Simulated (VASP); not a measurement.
# MgCd2O3 (Cmc2_1) in VASP: single point with PBE

Aim: the single point of MgCd2O3 with PBE.

All numbers are computed with VASP 6.6.1; they aren't measurements. Logs are shortened: lines on timing, memory, paths and dates and some standing lists are left out, and cuts for length are marked.

### 1 The cell of the first run

Symmetry: Cmc2_1, No. 36, orthorhombic system. Conventional cell: a = 10.814 Å, b = 6.233 Å, c = 5.705 Å, α = 90.00°, β = 90.00°, γ = 90.00°. Mg (site symmetry m) has 4 O at 2.03 to 2.04 Å within 2.7 Å. Within 3.0 Å of Cd (site symmetry 1) lie 4 O at 2.26 to 2.29 Å. O (site symmetry 1) has 1 Mg at 2.03 Å and 3 Cd at 2.26 to 2.29 Å within 2.7 Å. O (site symmetry m) has 2 Mg at 2.03 to 2.04 Å and 2 Cd at 2.26 Å within 2.7 Å.

### 2 Single point, PBE (16.02 Å³/atom)

Input file INCAR:

```
PREC = Accurate ; ENCUT = 520
EDIFF = 1E-7 ; ISMEAR = 0
SIGMA = 0.02 ; LREAL = F
LASPH = T ; NELM = 100
ALGO = Normal ; ISIF = 2
LWAVE = F ; LCHARG = F
GGA = PE ; NBANDS = 56
```

Input file KPOINTS:

```
Automatic mesh
0
Gamma
  6 6 6
```

Input file POSCAR:

```
MgCd2O3
1.0
    5.4070000597     -3.1163771104      0.0000000000
    5.4070000597      3.1163771104      0.0000000000
    0.0000000000      0.0000000000      5.7045510028
Mg Cd O
2 4 6
Direct
    0.8395712127      0.1604287873      0.0047059642
    0.1604287873      0.8395712127      0.5047059642
    0.5085114265      0.1656100013      0.4982810713
    0.8343899987      0.4914885735      0.4982810713
    0.4914885735      0.8343899987      0.9982810713
    0.1656100013      0.5085114265      0.9982810713
    0.5256047534      0.1667853593      0.8988488760
    0.8332146407      0.4743952466      0.8988488760
    0.8619239449      0.1380760551      0.3610341415
    0.1667853593      0.5256047534      0.3988488760
    0.4743952466      0.8332146407      0.3988488760
    0.1380760551      0.8619239449      0.8610341415
```

Potentials or basis: VASP PAW PBE potentials, release 64 (Mg, Cd, O).

Command:

```console
> cat potpaw_PBE.64/Mg/POTCAR potpaw_PBE.64/Cd/POTCAR potpaw_PBE.64/O/POTCAR > POTCAR
> mpirun -np 1 vasp_std > vasp.out
```

OUTCAR:

```text
PREC = Accurate
   ENCUT = 520
   EDIFF = 1E-7
   ISMEAR = 0
   LREAL = F
   LASPH = T
   NELM = 100
   ISIF = 2
   GGA = PE

 ion  position               nearest neighbor table
   1  0.840  0.160  0.005-   7 2.03   8 2.03  12 2.03   9 2.04   3 3.48   4 3.48   2 3.48   2 3.48
                             5 3.52   6 3.52   4 3.54   3 3.54   5 3.64   6 3.64   6 3.65   5 3.65
   2  0.160  0.840  0.505-  10 2.03  11 2.03   9 2.03  12 2.04   5 3.48   6 3.48   1 3.48   1 3.48
                             4 3.52   3 3.52   6 3.54   5 3.54   3 3.64   4 3.64   4 3.65   3 3.65
   3  0.509  0.166  0.498-  11 2.26  10 2.26   9 2.26   7 2.29   1 3.48   2 3.52   4 3.52   1 3.54
                             5 3.56   5 3.56   6 3.56   6 3.56   2 3.64   4 3.64   4 3.64   2 3.65
   4  0.834  0.491  0.498-  10 2.26  11 2.26   9 2.26   8 2.29   1 3.48   2 3.52   3 3.52   1 3.54
                             6 3.56   6 3.56   5 3.56   5 3.56   2 3.64   3 3.64   3 3.64   2 3.65
   5  0.491  0.834  0.998-   7 2.26   8 2.26  12 2.26  11 2.29   2 3.48   1 3.52   6 3.52   2 3.54
                             3 3.56   3 3.56   4 3.56   4 3.56   1 3.64   6 3.64   6 3.64   1 3.65
   6  0.166  0.509  0.998-   8 2.26   7 2.26  12 2.26  10 2.29   2 3.48   1 3.52   5 3.52   2 3.54
                             4 3.56   4 3.56   3 3.56   3 3.56   1 3.64   5 3.64   5 3.64   1 3.65
   7  0.526  0.167  0.899-   1 2.03   5 2.26   6 2.26   3 2.29
   8  0.833  0.474  0.899-   1 2.03   6 2.26   5 2.26   4 2.29
   9  0.862  0.138  0.361-   2 2.03   1 2.04   3 2.26   4 2.26
  10  0.167  0.526  0.399-   2 2.03   4 2.26   3 2.26   6 2.29
  11  0.474  0.833  0.399-   2 2.03   3 2.26   4 2.26   5 2.29
  12  0.138  0.862  0.861-   1 2.03   2 2.04   5 2.26   6 2.26

  LATTYP: Found a base centered orthorhombic cell.
 ALAT       =     6.2327542208
 B/A-ratio  =     1.7350275234
 C/A-ratio  =     0.9152536424

  Lattice vectors:

 A1 = (  -5.4070000597,  -3.1163771104,   0.0000000000)
 A2 = (   5.4070000597,  -3.1163771104,   0.0000000000)
 A3 = (   0.0000000000,   0.0000000000,   5.7045510028)

Analysis of symmetry for initial positions (statically):
=====================================================================
 Subroutine PRICEL returns:
 Original cell was already a primitive cell.

 Routine SETGRP: Setting up the symmetry group for a
 base centered orthorhombic supercell.

 Subroutine GETGRP returns: Found  4 space group operations
 (whereof  2 operations were pure point group operations)
 out of a pool of  8 trial point group operations.

The static configuration has the point symmetry C_1h.
[... 148 lines left out ...]
   EMIN   =  10.00;   EMAX   =-10.00  energy-range for DOS
   EFERMI =   0.00;   METHOD = LEGACY
   ISMEAR =     0;   SIGMA  =   0.02  broadening in eV -4-tet -1-fermi 0-gaus
   EFERMI_NEDOS =   21; number of points for ismear=-14 and -15
   IALGO  =     38    algorithm
   IMIX   =      4    mixing-type and parameters
     AMIX     =   0.40;   BMIX     =  1.00
     AMIX_MAG =   1.60;   BMIX_MAG =  1.00
  volume/ion in A,a.u.               =      16.02       108.11
  Fermi-wavevector in a.u.,A,eV,Ry     =   1.261682  2.384233 21.658305  1.591840
  Thomas-Fermi vector in A             =   2.395128
   LORBIT       =      0    0 simple, 1 ext, 2 COOP (PROOUT), +10 PAW based schemes
   GGA     = PE    functional components
   LHFCALC =     F    Hartree Fock is set to
   AEXX    =    0.0000 exact exchange contribution
   IVDW    =     0    specifies the selected vdW correction
   LEPSILON=     F    determine dielectric tensor
   LRPA    =     F    only Hartree local field effects (RPA)
 non-spin polarized calculation
 Gauss-broadening in eV      SIGMA  =   0.02
  energy-cutoff  :      520.00
  volume of cell :      192.25
 maximum number of plane-waves:      5211
 NGX is ok and might be reduce to    48
   NGX = 23   NGY = 23   NGZ = 21

 number of electron      88.0000003 magnetization

 Free energy of the ion-electron system (eV)
  ---------------------------------------------------
  ext. energy  EPLUGINS =         0.00000000
  ---------------------------------------------------
  free energy    TOTEN  =       -54.28217098 eV

  energy without entropy =      -54.28217098  energy(sigma->0) =      -54.28217098

 E-fermi :   0.0513     XC(G=0):  -9.6834

 val. band max:       -0.0806354814   @ k =   0.0000   0.0000   0.0000
 cond. band min:       0.6746144571   @ k =   0.0000   0.0000   0.0000
 fundamental gap:      0.7552499385
 Fermi energy:         0.0512760313

 k-point     1 :       0.0000    0.0000    0.0000
  band No.  band energies     occupation
      1     -16.1920      2.00000
      2     -15.8742      2.00000
      3     -15.8030      2.00000
      4     -15.8007      2.00000
      5     -15.7787      2.00000
      6     -15.7560      2.00000
[... 1405 lines left out ...]
     55       9.0791      0.00000
     56       9.4633      0.00000

 [... further k-points ...]

------------------------ aborting loop because EDIFF is reached ----------------------------------------

  FORCE on cell =-STRESS in cart. coord.  units (eV):
  Direction    XX          YY          ZZ          XY          YZ          ZX
  --------------------------------------------------------------------------------------
  -------------------------------------------------------------------------------------
  Total       -5.4133783     -5.4038144     -5.4933653      0.0000000      0.0000000      0.0000000
  in kB      -45.1150165    -45.0353110    -45.7816268      0.0000000      0.0000000      0.0000000
  external PRESSURE =     -45.3106514 kB  Pullay stress =       0.0000000 kB

 VOLUME and BASIS-vectors are now :
 -----------------------------------------------------------------------------
  energy-cutoff  :      520.00
  volume of cell :      192.25
      direct lattice vectors                 reciprocal lattice vectors
     5.407000060 -3.116377110  0.000000000     0.092472720 -0.160442714  0.000000000
     5.407000060  3.116377110  0.000000000     0.092472720  0.160442714  0.000000000
     0.000000000  0.000000000  5.704551003     0.000000000  0.000000000  0.175298634

 POSITION                                       TOTAL-FORCE (eV/Angst)
 -----------------------------------------------------------------------------------
      5.40700     -2.11646      0.02685         0.000000     -0.002514     -0.000156
      5.40700      2.11646      2.87912         0.000000      0.002514     -0.000156
      3.64497     -1.06861      2.84247         0.004609     -0.004864      0.001549
      7.16903     -1.06861      2.84247        -0.004609     -0.004864      0.001549
      7.16903      1.06861      5.69475        -0.004609      0.004864      0.001549
      3.64497      1.06861      5.69475         0.004609      0.004864      0.001549
      3.74375     -1.11822      5.12753         0.076988     -0.043670      0.027671
      7.07025     -1.11822      5.12753        -0.076988     -0.043670      0.027671
      5.40700     -2.25578      2.05954         0.000000     -0.074277     -0.058285
      3.74375      1.11822      2.27525         0.076988      0.043670      0.027671
      7.07025      1.11822      2.27525        -0.076988      0.043670      0.027671
      5.40700      2.25578      4.91181         0.000000      0.074277     -0.058285
 -----------------------------------------------------------------------------------
    total drift:                                0.000000     -0.000000     -0.001912

  FREE ENERGIE OF THE ION-ELECTRON SYSTEM (eV)
  ---------------------------------------------------
  free  energy   TOTEN  =       -54.2821709776 eV

  energy  without entropy=      -54.2821709776  energy(sigma->0) =      -54.28217098
```

OSZICAR:

```text
N       E                     dE             d eps       ncg     rms          rms(c)
DAV:   1     0.699669749536E+03    0.69967E+03   -0.45662E+04  5824   0.151E+03
DAV:   2    -0.799640351296E+01   -0.70767E+03   -0.68109E+03  6360   0.391E+02
DAV:   3    -0.669105504363E+02   -0.58914E+02   -0.58299E+02  6672   0.114E+02
DAV:   4    -0.677609550751E+02   -0.85040E+00   -0.84918E+00  6456   0.144E+01
DAV:   5    -0.677681354762E+02   -0.71804E-02   -0.71794E-02  6736   0.119E+00    0.235E+01
DAV:   6    -0.544418555750E+02    0.13326E+02   -0.56633E+01  9128   0.721E+01    0.166E+01
DAV:   7    -0.544719452871E+02   -0.30090E-01   -0.73379E+00  6024   0.158E+01    0.860E+00
DAV:   8    -0.543533871248E+02    0.11856E+00   -0.16918E+00  6624   0.581E+00    0.312E+00
DAV:   9    -0.542811293234E+02    0.72258E-01   -0.17471E-01  7968   0.275E+00    0.834E-01
DAV:  10    -0.542814608290E+02   -0.33151E-03   -0.52251E-02  6192   0.101E+00    0.348E-01
DAV:  11    -0.542817816841E+02   -0.32086E-03   -0.12392E-02  6752   0.540E-01    0.190E-01
DAV:  12    -0.542819898036E+02   -0.20812E-03   -0.13800E-03  6808   0.246E-01    0.526E-02
DAV:  13    -0.542821556253E+02   -0.16582E-03   -0.49962E-04  6296   0.111E-01    0.360E-02
DAV:  14    -0.542821650030E+02   -0.93777E-05   -0.94880E-05  6848   0.457E-02    0.198E-02
DAV:  15    -0.542821707090E+02   -0.57060E-05   -0.10765E-05  6424   0.153E-02    0.441E-03
DAV:  16    -0.542821709085E+02   -0.19950E-06   -0.17119E-06  6272   0.651E-03    0.298E-03
DAV:  17    -0.542821709776E+02   -0.69120E-07   -0.40507E-07  5560   0.330E-03
   1 F= -.54282171E+02 E0= -.54282171E+02  d E =-.671566E-23
```

stdout:

```text
POSCAR found type information on POSCAR MgCdO
 POSCAR found :  3 types and      12 ions
 scaLAPACK will be used
 LDA part: xc-table for (Slater+PW92), standard interpolation
 POSCAR, INCAR and KPOINTS ok, starting setup
 FFT: planning ... GRIDC
 FFT: planning ... GRID_SOFT
 FFT: planning ... GRID
 WAVECAR not read
 entering main loop
```

It took 12 min on 1 thread of Intel Xeon 8259CL, shared host; peak memory 0.6 GiB.

What came out:

- Free energy: -54.2822 eV
- Pressure: -4.5 GPa
- Largest force: 0.094 eV/Å
- Band gap on the k mesh: 0.76 eV

Forces on the atoms (eV/Å):
```
Mg   0.000 -0.003  0.000
Mg   0.000  0.003  0.000
Cd   0.005 -0.005  0.002
Cd  -0.005 -0.005  0.002
Cd  -0.005  0.005  0.002
Cd   0.005  0.005  0.002
O    0.077 -0.044  0.028
O   -0.077 -0.044  0.028
O    0.000 -0.074 -0.058
O    0.077  0.044  0.028
O   -0.077  0.044  0.028
O    0.000  0.074 -0.058
```

Levels at points of the mesh, in eV from the valence-band top:
| k point | band 41 | band 42 | band 43 | band 44 | band 45 | band 46 | band 47 | band 48 |
| --- | --- | --- | --- | --- | --- | --- | --- | --- |
| (0.00, 0.00, 0.00) | -0.35 | -0.06 | -0.01 | 0.00 | 0.76 | 4.54 | 5.90 | 5.97 |
| (0.50, 0.00, 0.00) | -0.43 | -0.36 | -0.31 | -0.26 | 3.11 | 3.27 | 5.06 | 6.08 |
| (0.50, 0.50, 0.00) | -0.52 | -0.48 | -0.24 | -0.21 | 3.03 | 3.47 | 4.71 | 5.90 |
| (0.00, 0.00, 0.50) | -0.18 | -0.18 | -0.14 | -0.14 | 2.98 | 2.98 | 6.60 | 6.60 |
| (0.50, 0.00, 0.50) | -0.50 | -0.50 | -0.46 | -0.46 | 4.26 | 4.26 | 4.46 | 4.46 |
| (0.50, 0.50, 0.50) | -0.53 | -0.53 | -0.39 | -0.39 | 4.18 | 4.18 | 4.62 | 4.62 |

Caveat: the cell stands under tension; semilocal functionals underestimate gaps, and a narrow one can read as zero. A k mesh can miss the band edges.
